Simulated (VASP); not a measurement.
A run of VASP 6.6.1 is set up as follows.

Contents of INCAR:

```
PREC = Accurate ; ENCUT = 520
EDIFF = 1E-6 ; ISMEAR = 0
SIGMA = 0.1 ; LREAL = F
LASPH = T ; NELM = 100
ALGO = Normal ; ISIF = 2
LWAVE = F ; LCHARG = F
GGA = PE ; NBANDS = 13
```

Contents of KPOINTS:

```
Automatic mesh
0
Gamma
  6 6 4
```

File POSCAR:

```
AlH5
1.0
    3.0661034148      0.0000000000      0.0000000000
   -1.5330517074      2.6553234479      0.0000000000
    0.0000000000      0.0000000000      5.1786279394
Al H
1 5
Direct
    0.3333333333      0.6666666667      0.0000000000
    0.6666666667      0.3333333333      0.5000000000
    0.4574767996      0.5425232004      0.5000000000
    0.4574767996      0.9149535993      0.5000000000
    0.0850464007      0.5425232004      0.5000000000
    0.0000000000      0.0000000000      0.5000000000
```

Potentials or basis: VASP PAW PBE potentials, release 64 (Al, H).

Launch:

```bash
$ cat potpaw_PBE.64/Al/POTCAR potpaw_PBE.64/H/POTCAR > POTCAR
$ mpirun -np 1 vasp_std > vasp.out
```

Estimate the pressure.

-0.4 GPa.

What does it give for the largest force?

0.006 eV/Å.

Predict the band gap on the k mesh.

zero (band 4 reaches 7.05 eV, above the bottom of band 5 at 2.63 eV).

Stress tensor (GPa, compression positive):
```
-0.36  0.00  0.00
 0.00 -0.36  0.00
 0.00  0.00 -0.50
```

Caveat: the k points lie up to 0.39 Å⁻¹ apart.
